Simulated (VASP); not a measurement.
# Hf4Cl3 (Amm2) in VASP: single point with PBE

Aim: the single point of Hf4Cl3 with PBE.

Program: VASP 6.6.1. These are calculated values, not measurements. Logs are shortened: lines on timing, memory, paths and dates and some standing lists are left out, and cuts for length are marked.

## 1. The cell of the first run

It takes space group Amm2 (No. 38, orthorhombic). Conventional cell: a = 6.443 Å, b = 5.146 Å, c = 9.014 Å, α = 90.00°, β = 90.00°, γ = 90.00°. Hf (site symmetry m) has 4 Cl at 2.56 to 3.23 Å and 7 Hf at 2.89 to 3.55 Å within 3.6 Å. Hf (site symmetry mm2) has 8 Cl at 3.23 to 3.58 Å and 8 Hf at 3.23 to 3.51 Å within 4.2 Å. Hf (site symmetry mm2) has 5 Cl at 2.52 to 3.25 Å and 4 Hf at 3.13 Å within 3.3 Å. Within 3.6 Å of Cl (site symmetry m) lie 7 Hf at 2.56 to 3.58 Å and 4 Cl at 2.98 to 3.47 Å. Within 3.3 Å of Cl (site symmetry mm2) lie 5 Hf at 2.52 to 3.25 Å and 4 Cl at 3.10 Å.

The cell was built from a structure type or drawn by symmetry, and may not be a known phase.

## 2. Single point, PBE

INCAR

```
PREC = Accurate
ENCUT = 500
EDIFF = 1E-6
ISMEAR = 0
SIGMA = 0.2
LREAL = False
LASPH = True
NELM = 120
ALGO = Normal
ISIF = 2
LWAVE = False
LCHARG = False
GGA = PE
NBANDS = 40
GGA_COMPAT = False
```

KPOINTS

```
Automatic mesh
0
Gamma
  2 4 4
```

POSCAR

```
Hf4Cl3
1.0
    6.4429572158      0.0000000000      0.0000000000
    0.0000000000      2.5727893496      4.5068438331
    0.0000000000     -2.5727893496      4.5068438331
Hf Cl
4 3
Direct
    0.2753769668     -0.0006867086     -0.0006867086
    0.7246230332     -0.0006867086     -0.0006867086
    0.5000000000      0.6441753728      0.6441753728
    0.0000000000      0.4989254200      0.4989254200
    0.7308862768      0.2832533205      0.2832533205
    0.2691137232      0.2832533205      0.2832533205
    0.0000000000      0.7784290633      0.7784290633
```

Potentials or basis: VASP PAW PBE potentials, release 64 (Hf_pv, Cl).

The run is started by

```bash
cat potpaw_PBE.64/Hf_pv/POTCAR potpaw_PBE.64/Cl/POTCAR > POTCAR
mpirun -np 1 vasp_std > vasp.out
```

OUTCAR:

```text
PREC = Accurate
   ENCUT = 500
   EDIFF = 1E-6
   ISMEAR = 0
   LREAL = False
   LASPH = True
   NELM = 120
   ISIF = 2
   GGA = PE

 ion  position               nearest neighbor table
   1  0.275  0.999  0.999-   6 2.56   7 2.67   2 2.89   4 3.13   4 3.13   6 3.23   6 3.23   3 3.23
                             3 3.23   3 3.51   2 3.55
   2  0.725  0.999  0.999-   5 2.56   7 2.67   1 2.89   4 3.13   4 3.13   5 3.23   5 3.23   3 3.23
                             3 3.23   3 3.51   1 3.55
   3  0.500  0.644  0.644-   5 3.23   6 3.23   5 3.23   6 3.23   1 3.23   2 3.23   1 3.23   2 3.23
                             4 3.48   4 3.48   1 3.51   2 3.51
   4  0.000  0.499  0.499-   7 2.52   6 2.60   5 2.60   2 3.13   1 3.13   2 3.13   1 3.13   7 3.25
                             7 3.25   3 3.48   3 3.48
   5  0.731  0.283  0.283-   2 2.56   4 2.60   3 3.23   3 3.23   2 3.23   2 3.23
   6  0.269  0.283  0.283-   1 2.56   4 2.60   3 3.23   3 3.23   1 3.23   1 3.23
   7  0.000  0.778  0.778-   4 2.52   2 2.67   1 2.67   4 3.25   4 3.25

  LATTYP: Found a base centered orthorhombic cell.
 ALAT       =     5.1455786992
 B/A-ratio  =     1.7517344876
 C/A-ratio  =     1.2521346174

  Lattice vectors:

 A1 = (   0.0000000000,   2.5727893496,  -4.5068438331)
 A2 = (   0.0000000000,   2.5727893496,   4.5068438331)
 A3 = (   6.4429572158,   0.0000000000,   0.0000000000)

Analysis of symmetry for initial positions (statically):
=====================================================================
 Subroutine PRICEL returns:
 Original cell was already a primitive cell.

 Routine SETGRP: Setting up the symmetry group for a
 base centered orthorhombic supercell.

 Subroutine GETGRP returns: Found  4 space group operations
 (whereof  4 operations were pure point group operations)
 out of a pool of  8 trial point group operations.

The static configuration has the point symmetry C_2v.

Analysis of symmetry for dynamics (positions and initial velocities):
=====================================================================
 Subroutine PRICEL returns:
 Original cell was already a primitive cell.

 Routine SETGRP: Setting up the symmetry group for a
 base centered orthorhombic supercell.

 Subroutine GETGRP returns: Found  4 space group operations
 (whereof  4 operations were pure point group operations)
 out of a pool of  8 trial point group operations.

The dynamic configuration has the point symmetry C_2v.

 Subroutine INISYM returns: Found  4 space group operations
 (whereof  4 operations are pure point group operations),
 and found     1 'primitive' translations

----------------------------------------------------------------------------------------

                                     Primitive cell

  volume of cell :     149.4142

  direct lattice vectors                    reciprocal lattice vectors
     6.442957216  0.000000000  0.000000000     0.155208232  0.000000000  0.000000000
     0.000000000  2.572789350  4.506843833     0.000000000  0.194341601  0.110942384
     0.000000000 -2.572789350  4.506843833     0.000000000 -0.194341601  0.110942384

  length of vectors
     6.442957216  5.189497700  5.189497700     0.155208232  0.223778619  0.223778619

  position of ions in fractional coordinates (direct lattice)
     0.275376967  0.999313291  0.999313291
     0.724623033  0.999313291  0.999313291
     0.500000000  0.644175373  0.644175373
     0.000000000  0.498925420  0.498925420
     0.730886277  0.283253321  0.283253321
     0.269113723  0.283253321  0.283253321
     0.000000000  0.778429063  0.778429063

  ion indices of the primitive-cell ions
   primitive index   ion index
                 1           1
                 2           2
                 3           3
                 4           4
                 5           5
                 6           6
                 7           7

----------------------------------------------------------------------------------------

 KPOINTS: Automatic mesh

Automatic generation of k-mesh.
 Grid dimensions read from file:
 generate k-points for:    2    4    4

 Generating k-lattice:

  Cartesian coordinates                     Fractional coordinates (reciprocal lattice)
     0.077604116  0.000000000  0.000000000     0.500000000  0.000000000  0.000000000
     0.000000000  0.048585400  0.027735596     0.000000000  0.250000000  0.000000000
     0.000000000 -0.048585400  0.027735596     0.000000000  0.000000000  0.250000000

  Length of vectors
     0.077604116  0.055944655  0.055944655

  Shift w.r.t. Gamma in fractional coordinates (k-lattice)
     0.000000000  0.000000000  0.000000000

 Subroutine IBZKPT returns following result:
 ===========================================

 Found     14 irreducible k-points:

 Following reciprocal coordinates:
            Coordinates               Weight
  0.000000  0.000000  0.000000      1.000000
  0.500000  0.000000  0.000000      1.000000
  0.000000  0.250000  0.000000      4.000000
  0.500000  0.250000  0.000000      4.000000
  0.000000  0.500000  0.000000      2.000000
  0.500000  0.500000  0.000000      2.000000
  0.000000  0.250000  0.250000      2.000000
  0.500000  0.250000  0.250000      2.000000
  0.000000  0.500000  0.250000      4.000000
  0.500000  0.500000  0.250000      4.000000
  0.000000 -0.250000  0.250000      2.000000
  0.500000 -0.250000  0.250000      2.000000
  0.000000  0.500000  0.500000      1.000000
  0.500000  0.500000  0.500000      1.000000
   k-points           NKPTS =     14   k-points in BZ     NKDIM =     14   number of bands    NBANDS=     40
   number of dos      NEDOS =    301   number of ions     NIONS =      7
   total plane-waves  NPLWV =  76800
   dimension x,y,z NGX =    48 NGY =   40 NGZ =   40
   dimension x,y,z NGXF=    96 NGYF=   80 NGZF=   80
   ions per type =               4   3
   NGX,Y,Z   is equivalent  to a cutoff of  12.39, 12.81, 12.81 a.u.
   NGXF,Y,Z  is equivalent  to a cutoff of  24.77, 25.63, 25.63 a.u.
 SYSTEM =  unknown system
   PREC   = accura    normal or accurate (medium, high low for compatibility)
   ISTART =      0    job   : 0-new  1-cont  2-samecut
   ICHARG =      2    charge: 1-file 2-atom 10-const
   ISPIN  =      1    spin polarized calculation?
   LNONCOLLINEAR =      F non collinear calculations
   LSORBIT =      F    spin-orbit coupling
   LASPH  =      T    aspherical Exc in radial PAW
   ENCUT  =  500.0 eV  36.75 Ry    6.06 a.u.  11.75  9.46  9.46*2*pi/ulx,y,z
   NELM   =    120;   NELMIN=  2; NELMDL= -5     # of ELM steps
   EDIFF  = 0.1E-05   stopping-criterion for ELM
   LREAL  =      F    real-space projection
   EDIFFG = 0.1E-04   stopping-criterion for IOM
   NSW    =      0    number of steps for IOM
   IBRION =     -1    ionic relax: 0-MD 1-quasi-New 2-CG
   NFREE  =      0    steps in history (QN), initial steepest desc. (CG)
   ISIF   =      2    stress and relaxation
   ISYM   =      2    0-nonsym 1-usesym 2-fastsym
   POTIM  = 0.5000    time-step for ionic-motion
   TEBEG  =    0.0;   TEEND  =   0.0 temperature during run
   PSTRESS=    0.0 pullay stress
   NELECT =      61.0000    total number of electrons
   NUPDOWN=      -1.0000    fix difference up-down
   EMIN   =  10.00;   EMAX   =-10.00  energy-range for DOS
   EFERMI =   0.00;   METHOD = LEGACY
   ISMEAR =     0;   SIGMA  =   0.20  broadening in eV -4-tet -1-fermi 0-gaus
   EFERMI_NEDOS =   21; number of points for ismear=-14 and -15
   IALGO  =     38    algorithm
   IMIX   =      4    mixing-type and parameters
     AMIX     =   0.40;   BMIX     =  1.00
     AMIX_MAG =   1.60;   BMIX_MAG =  1.00
  volume/ion in A,a.u.               =      21.34       144.04
  Fermi-wavevector in a.u.,A,eV,Ry     =   1.214472  2.295019 20.067802  1.474942
  Thomas-Fermi vector in A             =   2.349890
   LORBIT       =      0    0 simple, 1 ext, 2 COOP (PROOUT), +10 PAW based schemes
   GGA     = PE    functional components
   LHFCALC =     F    Hartree Fock is set to
   AEXX    =    0.0000 exact exchange contribution
   IVDW    =     0    specifies the selected vdW correction
   LEPSILON=     F    determine dielectric tensor
   LRPA    =     F    only Hartree local field effects (RPA)
 non-spin polarized calculation
 Gauss-broadening in eV      SIGMA  =   0.20
  energy-cutoff  :      500.00
  volume of cell :      149.41
 maximum number of plane-waves:      3844
 NGX is ok and might be reduce to    48
   NGX = 23   NGY = 19   NGZ = 19

 number of electron      60.9999994 magnetization

 Free energy of the ion-electron system (eV)
  ---------------------------------------------------
  ext. energy  EPLUGINS =         0.00000000
  ---------------------------------------------------
  free energy    TOTEN  =       -46.51323460 eV

  energy without entropy =      -46.35489771  energy(sigma->0) =      -46.43406616

 E-fermi :   5.5028     XC(G=0): -10.6565

 val. band max:        5.4925540136   @ k =   0.5000   0.0000   0.0000
 cond. band min:       5.5186653382   @ k =   0.5000  -0.2500   0.2500
 fundamental gap:      0.0261113246
 Fermi energy:         5.5027858035

 k-point     1 :       0.0000    0.0000    0.0000
  band No.  band energies     occupation
      1     -25.8945      2.00000
      2     -25.8318      2.00000
      3     -25.8013      2.00000
      4     -25.7562      2.00000
      5     -25.6278      2.00000
      6     -25.6169      2.00000
[... 32 lines left out ...]
     39       8.1714      0.00000
     40       8.8687      0.00000

 k-point     2 :       0.5000    0.0000    0.0000
  band No.  band energies     occupation
      1     -25.9052      2.00000
      2     -25.8063      2.00000
      3     -25.7771      2.00000
      4     -25.7518      2.00000
      5     -25.6574      2.00000
      6     -25.6183      2.00000
[... 505 lines left out ...]
     39       8.0118      0.00000
     40       8.3288      0.00000

 k-point    14 :       0.5000    0.5000    0.5000
  band No.  band energies     occupation
      1     -25.9226      2.00000
      2     -25.8123      2.00000
      3     -25.7831      2.00000
      4     -25.7385      2.00000
      5     -25.6587      2.00000
      6     -25.6430      2.00000
[... 32 lines left out ...]
     39       7.7937      0.00000
     40       8.7791      0.00000

------------------------ aborting loop because EDIFF is reached ----------------------------------------

  FORCE on cell =-STRESS in cart. coord.  units (eV):
  Direction    XX          YY          ZZ          XY          YZ          ZX
  --------------------------------------------------------------------------------------
  -------------------------------------------------------------------------------------
  Total       -0.4312055     -0.2384491     -0.5449693      0.0000000      0.0000000      0.0000000
  in kB       -4.6238413     -2.5569028     -5.8437366      0.0000000      0.0000000      0.0000000
  external PRESSURE =      -4.3414936 kB  Pullay stress =       0.0000000 kB

 VOLUME and BASIS-vectors are now :
 -----------------------------------------------------------------------------
  energy-cutoff  :      500.00
  volume of cell :      149.41
      direct lattice vectors                 reciprocal lattice vectors
     6.442957216  0.000000000  0.000000000     0.155208232  0.000000000  0.000000000
     0.000000000  2.572789350  4.506843833     0.000000000  0.194341601  0.110942384
     0.000000000 -2.572789350  4.506843833     0.000000000 -0.194341601  0.110942384

 POSITION                                       TOTAL-FORCE (eV/Angst)
 -----------------------------------------------------------------------------------
      1.77424      0.00000      9.00750        -0.001092      0.000000     -0.004149
      4.66872      0.00000      9.00750         0.001092      0.000000     -0.004149
      3.22148      0.00000      5.80640         0.000000      0.000000      0.013931
      0.00000      0.00000      4.49716         0.000000      0.000000     -0.026522
      4.70907      0.00000      2.55316         0.026962      0.000000      0.005726
      1.73389      0.00000      2.55316        -0.026962      0.000000      0.005726
      0.00000      0.00000      7.01652         0.000000      0.000000      0.009437
 -----------------------------------------------------------------------------------
    total drift:                               -0.000000     -0.000000     -0.000074

  FREE ENERGIE OF THE ION-ELECTRON SYSTEM (eV)
  ---------------------------------------------------
  free  energy   TOTEN  =       -46.5132346044 eV

  energy  without entropy=      -46.3548977101  energy(sigma->0) =      -46.43406616
```

Wall time 46 s (1 thread of Intel Xeon 6975P-C (Granite Rapids), shared host); peak memory 0.28 GiB.

Results:

| Property | Result |
| --- | --- |
| Free energy | -46.5132 eV |
| Pressure | -0.4 GPa |
| Largest force | 0.028 eV/Å |
| Band gap on the k mesh | zero (an odd number of electrons rules out a gap without spin polarisation) |

Forces on the atoms (eV/Å):
```
Hf  -0.001  0.000 -0.004
Hf   0.001  0.000 -0.004
Hf   0.000  0.000  0.014
Hf   0.000  0.000 -0.027
Cl   0.027  0.000  0.006
Cl  -0.027  0.000  0.006
Cl   0.000  0.000  0.009
```

Caveat: the k points lie up to 0.49 Å⁻¹ apart, too coarse for converged energies and pressures of a metal; spin-orbit coupling is left out, which moves the levels of the heavy elements; an odd number of electrons without spin polarisation forces a metal; a magnetic or distorted state may lie lower.
